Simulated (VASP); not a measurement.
Wanted: the native input for a VASP 6.6.1 run.

- Task: relaxation of cell and atoms
- Functional: PBE
- Potentials or basis: VASP PAW PBE potentials, release 64 (Sc_sv, In_d)
- Cutoff: 600 eV
- k mesh: 8 × 8 × 8
- Occupations: gaussian, width 0.1 eV
- Spin: no spin polarisation
- Dipole correction: no
- Further INCAR settings: ALGO = Fast; EDIFF = 1e-06; IBRION = 2; EDIFFG = -0.01; NSW = 100; ISIF = 3

The structure of ScIn4 lies in POSCAR:

```
ScIn4
1.0
    5.6253253142      0.0000000000      0.0000000000
    0.0000000000      5.6253253142      0.0000000000
    0.0000000000      0.0000000000      5.6253253142
Sc In
1 4
Direct
    0.0000000000      0.0000000000      0.0000000000
    0.5000000000      0.0000000000      0.0000000000
    0.0000000000      0.5000000000      0.0000000000
    0.0000000000      0.0000000000      0.5000000000
    0.5000000000      0.5000000000      0.5000000000
```

The cell was generated, and may not be a known phase.

The input as run:

INCAR

```
PREC = Accurate
ENCUT = 600
EDIFF = 1E-6
ISMEAR = 0
SIGMA = 0.1
LREAL = F
LASPH = T
NELM = 100
ALGO = Fast
ISIF = 3
LWAVE = F
LCHARG = F
GGA = PE
IBRION = 2
NSW = 100
EDIFFG = -0.01
```

KPOINTS

```
Automatic mesh
0
Gamma
  8 8 8
```

Potentials or basis: VASP PAW PBE potentials, release 64 (Sc_sv, In_d).

Command:

```console
$ cat potpaw_PBE.64/Sc_sv/POTCAR potpaw_PBE.64/In_d/POTCAR > POTCAR
$ mpirun -np 1 vasp_std > vasp.out
```

Results of the run:

- Relaxed volume: 35.95 Å³/atom
- Relaxed cell: a = 5.643 Å, b = 5.643 Å, c = 5.643 Å, α = 90.00°, β = 90.00°, γ = 90.00°
- Space group after relaxing (to 0.1 Å): Pm-3m (No. 221)
- Energy gained by relaxing: 0.4 meV/atom
- Ionic steps: 2
- Pressure after relaxing: 0.0 GPa
- Band gap on the k mesh: zero (an odd number of electrons rules out a gap without spin polarisation)

Caveat: spin-orbit coupling is left out, which moves the levels of the heavy elements.

Wall time 6.4 min on 1 thread of Intel(R) Xeon(R) 6975P-C (Granite Rapids), with other jobs on the host, peak memory 0.49 GiB.
